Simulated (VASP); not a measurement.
Runs of VASP 6.6.1 on Sr. The structure is that of space group I4/mmm (No. 139), or close to it. The cells are those of the table. 

```csv
cell,gap on the mesh (eV),pressure (GPa)
"a = 4.478, b = 4.478, c = 4.303 Å, angles 61.3, 61.3, 57.4°, 1 atom",none,-1.5
"a = 4.224, b = 4.224, c = 4.475 Å, angles 58.0, 58.0, 64.0°, 1 atom",none,(a)
"a = 4.389, b = 4.389, c = 4.475 Å, angles 59.4, 59.4, 61.3°, 1 atom",none,-1.5
"a = 4.478, b = 4.478, c = 4.647 Å, angles 58.7, 58.7, 62.5°, 1 atom",none,-1.9
"a = 4.396, b = 4.396, c = 4.647 Å, angles 58.1, 58.1, 63.8°, 1 atom",none,-1.8
```

Alike in all rows: task single point; level PBEsol; potentials or basis VASP PAW PBE potentials, release 64 (Sr_sv); no spin polarisation; k mesh 10 × 10 × 10; cutoff (eV) 520; smearing gaussian 0.03 eV.

Problem. Fill in the values left out.

Solution. (a) -0.9.

Caveats: the PAW data sets were made with another functional, which shifts forces and pressure a little.

A k mesh can miss the band edges, and the runs leave out spin-orbit coupling on Sr.

A gap of «none» marks levels without a gap at the run's occupations.
